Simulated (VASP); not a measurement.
# Te2Mo (P6_3/mmc) in VASP: a series of runs, part 2 of 2

VASP 6.6.1. Earlier steps stand in the parts before.

## 4. Single point, LDA

This run uses another cell than the first one, of 23.97 Å³/atom.

Input file INCAR:

```
SYSTEM = Te2Mo
ALGO = Normal
EDIFF = 1E-6
ENCUT = 520
ISIF = 2
ISMEAR = -1
LASPH = .TRUE.
LCHARG = .FALSE.
LREAL = .FALSE.
LWAVE = .FALSE.
NBANDS = 35
NELM = 60
PREC = Accurate
SIGMA = 0.05
```

Input file KPOINTS:

```
k-points
0
G
  9 9 2
  0 0 0
```

Input file POSCAR:

```
Te2Mo
1.0
    3.4706509280      0.0000000000      0.0000000000
   -1.7353254640      3.0056718713      0.0000000000
    0.0000000000      0.0000000000     13.7847444167
Te Mo
4 2
Direct
    0.6666666667      0.3333333333      0.3790000000
    0.3333333333      0.6666666667      0.8790000000
    0.6666666667      0.3333333333      0.1210000000
    0.3333333333      0.6666666667      0.6210000000
    0.6666666667      0.3333333333      0.7500000000
    0.3333333333      0.6666666667      0.2500000000
```

Potentials or basis: VASP PAW LDA potentials, release 64 (Te, Mo_sv).

Command:

```
cat potpaw_LDA.64/Te/POTCAR potpaw_LDA.64/Mo_sv/POTCAR > POTCAR
mpirun -np 1 vasp_std > vasp.out
```

OUTCAR:

```text
SYSTEM = Te2Mo
   EDIFF = 1E-6
   ENCUT = 520
   ISIF = 2
   ISMEAR = -1
   LASPH = .TRUE.
   LREAL = .FALSE.
   NELM = 60
   PREC = Accurate

 ion  position               nearest neighbor table
   1  0.667  0.333  0.379-   6 2.68   6 2.68   6 2.68   3 3.56
   2  0.333  0.667  0.879-   5 2.68   5 2.68   5 2.68   4 3.56
   3  0.667  0.333  0.121-   6 2.68   6 2.68   6 2.68   1 3.56
   4  0.333  0.667  0.621-   5 2.68   5 2.68   5 2.68   2 3.56
   5  0.667  0.333  0.750-   2 2.68   4 2.68   2 2.68   4 2.68   2 2.68   4 2.68
   6  0.333  0.667  0.250-   1 2.68   3 2.68   1 2.68   3 2.68   1 2.68   3 2.68

  LATTYP: Found a hexagonal cell.
 ALAT       =     3.4706509280
 C/A-ratio  =     3.9718037632

  Lattice vectors:

 A1 = (   3.4706509280,   0.0000000000,   0.0000000000)
 A2 = (  -1.7353254640,   3.0056718713,   0.0000000000)
 A3 = (   0.0000000000,   0.0000000000,  13.7847444167)

Analysis of symmetry for initial positions (statically):
=====================================================================
 Subroutine PRICEL returns:
 Original cell was already a primitive cell.

[... 181 lines left out ...]
 cond. band min:       9.3103698523   @ k =   0.2222   0.2222   0.0000
 fundamental gap:      0.7231160520
 Fermi energy:         8.9393256744

 k-point     1 :       0.0000    0.0000    0.0000
  band No.  band energies     occupation
      1     -51.8700      2.00000
      2     -51.8700      2.00000
      3     -26.2649      2.00000
      4     -26.2649      2.00000
      5     -26.0988      2.00000
      6     -26.0988      2.00000
[... 901 lines left out ...]
     34      12.3325      0.00000
     35      13.6077      0.00000

------------------------ aborting loop because EDIFF is reached ----------------------------------------

  FORCE on cell =-STRESS in cart. coord.  units (eV):
  Direction    XX          YY          ZZ          XY          YZ          ZX
  --------------------------------------------------------------------------------------
  -------------------------------------------------------------------------------------
  Total        1.0107314      1.0107314      2.1968891     -0.0000000      0.0000000     -0.0000000
  in kB       11.2614713     11.2614713     24.4775251     -0.0000000      0.0000000     -0.0000000
  external PRESSURE =      15.6668226 kB  Pullay stress =       0.0000000 kB

 VOLUME and BASIS-vectors are now :
 -----------------------------------------------------------------------------
  energy-cutoff  :      520.00
  volume of cell :      143.80
      direct lattice vectors                 reciprocal lattice vectors
     3.470650928  0.000000000  0.000000000     0.288130388  0.166352157  0.000000000
    -1.735325464  3.005671871  0.000000000     0.000000000  0.332704315  0.000000000
     0.000000000  0.000000000 13.784744417     0.000000000  0.000000000  0.072543964

 POSITION                                       TOTAL-FORCE (eV/Angst)
 -----------------------------------------------------------------------------------
      1.73533      1.00189      5.22442        -0.000000      0.000000      0.346820
     -0.00000      2.00378     12.11679        -0.000000     -0.000000      0.346820
      1.73533      1.00189      1.66795        -0.000000     -0.000000     -0.346820
     -0.00000      2.00378      8.56033        -0.000000     -0.000000     -0.346820
      1.73533      1.00189     10.33856        -0.000000      0.000000     -0.000000
     -0.00000      2.00378      3.44619         0.000000     -0.000000     -0.000000
 -----------------------------------------------------------------------------------
    total drift:                               -0.000000      0.000000     -0.000000

  FREE ENERGIE OF THE ION-ELECTRON SYSTEM (eV)
  ---------------------------------------------------
  free  energy   TOTEN  =       -41.2483248394 eV

  energy  without entropy=      -41.2482763256  energy(sigma->0) =      -41.24830058
```

OSZICAR:

```text
N       E                     dE             d eps       ncg     rms          rms(c)
DAV:   1     0.419459800121E+03    0.41946E+03   -0.26776E+04  1896   0.134E+03
DAV:   2    -0.183683092234E+02   -0.43783E+03   -0.42380E+03  1993   0.337E+02
DAV:   3    -0.420060036700E+02   -0.23638E+02   -0.23081E+02  2033   0.675E+01
DAV:   4    -0.425682708615E+02   -0.56227E+00   -0.55992E+00  1930   0.102E+01
DAV:   5    -0.425815422520E+02   -0.13271E-01   -0.13265E-01  2116   0.165E+00    0.242E+01
DAV:   6    -0.416688701082E+02    0.91267E+00   -0.49024E+00  1879   0.130E+01    0.884E+00
DAV:   7    -0.415939707492E+02    0.74899E-01   -0.36301E+00  1786   0.990E+00    0.628E+00
DAV:   8    -0.412513427402E+02    0.34263E+00   -0.85558E-01  1800   0.543E+00    0.258E+00
DAV:   9    -0.412557366977E+02   -0.43940E-02   -0.14222E-01  1906   0.173E+00    0.119E+00
DAV:  10    -0.412482901935E+02    0.74465E-02   -0.34720E-02  1840   0.117E+00    0.356E-01
DAV:  11    -0.412484199796E+02   -0.12979E-03   -0.19661E-03  1795   0.225E-01    0.196E-01
DAV:  12    -0.412483938891E+02    0.26090E-04   -0.25552E-04  1957   0.762E-02    0.166E-01
DAV:  13    -0.412483281355E+02    0.65754E-04   -0.16071E-04  1827   0.727E-02    0.619E-02
DAV:  14    -0.412483255226E+02    0.26129E-05   -0.10575E-05  1778   0.136E-02    0.351E-02
DAV:  15    -0.412483248394E+02    0.68323E-06   -0.51200E-07   972   0.456E-03
   1 F= -.41248325E+02 E0= -.41248301E+02  d E =-.485138E-04
```

It took 5.1 min on 1 thread of Intel Xeon 8259CL, shared host; peak memory 0.28 GiB.

Results:

* Free energy: -41.2483 eV
* Pressure: 1.6 GPa
* Largest force: 0.347 eV/Å
* Band gap on the k mesh: 0.72 eV (least direct gap 1.09 eV)

Forces in eV/Å, atoms in the order of the input:
```
Te   0.000  0.000  0.347
Te   0.000  0.000  0.347
Te   0.000  0.000 -0.347
Te   0.000  0.000 -0.347
Mo   0.000  0.000  0.000
Mo   0.000  0.000  0.000
```

Stress tensor (GPa, compression positive):
```
1.13 0.00 0.00
0.00 1.13 0.00
0.00 0.00 2.45
```

Levels at points of the mesh, in eV from the valence-band top:
```tsv
k point	band 23	band 24	band 25	band 26	band 27	band 28	band 29	band 30
(0.00, 0.00, 0.00)	-1.10	-1.10	-0.29	0.00	3.02	3.02	3.16	3.16
(0.00, 0.00, 0.50)	-1.12	-1.12	-0.08	-0.08	3.06	3.06	3.06	3.06
```

Caveat: semilocal functionals underestimate gaps, and a narrow one can read as zero; spin-orbit coupling is left out, which moves the levels of the heavy elements. A k mesh can miss the band edges.

## 5. The runs side by side

| level | potentials or basis | cell | k mesh | grid for exact exchange (PRECFOCK) | share of exact exchange | gap on the mesh (eV) | pressure (GPa) | largest force (eV/Å) |
| --- | --- | --- | --- | --- | --- | --- | --- | --- |
| PBEsol-based global hybrid with 25 % exact exchange | VASP PAW PBE potentials, release 64 (Te, Mo_sv) | a = 3.518, b = 3.518, c = 13.974 Å, angles 90.0, 90.0, 120.0°, 6 atoms | 5 × 5 × 1 | Fast | 0.25 | 1.77 | -3.6 | 0.56 |
| LDA | VASP PAW LDA potentials, release 64 (Te, Mo_sv) | a = 3.446, b = 3.446, c = 13.688 Å, angles 90.0, 90.0, 120.0°, 6 atoms | 9 × 9 × 2 | - | - | 0.71 | 4.2 | 0.68 |
| LDA | VASP PAW LDA potentials, release 64 (Te, Mo_sv) | a = 3.471, b = 3.471, c = 13.785 Å, angles 90.0, 90.0, 120.0°, 6 atoms | 9 × 9 × 2 | - | - | 0.72 | 1.6 | 0.35 |

Alike in all rows: task single point; no spin polarisation; cutoff (eV) 520; smearing fermi-dirac 0.05 eV.

Caveats: some runs use coarse meshes; spin-orbit coupling is left out, which moves the levels of the heavy elements; semilocal functionals underestimate gaps, and a narrow one can read as zero (at least some runs); the PAW data sets were made with another functional, which shifts forces and pressure a little (at least some runs); the cell stands under pressure (at least some runs).

Total energies depend on the potentials used, so only differences within one code and one set of settings carry meaning.
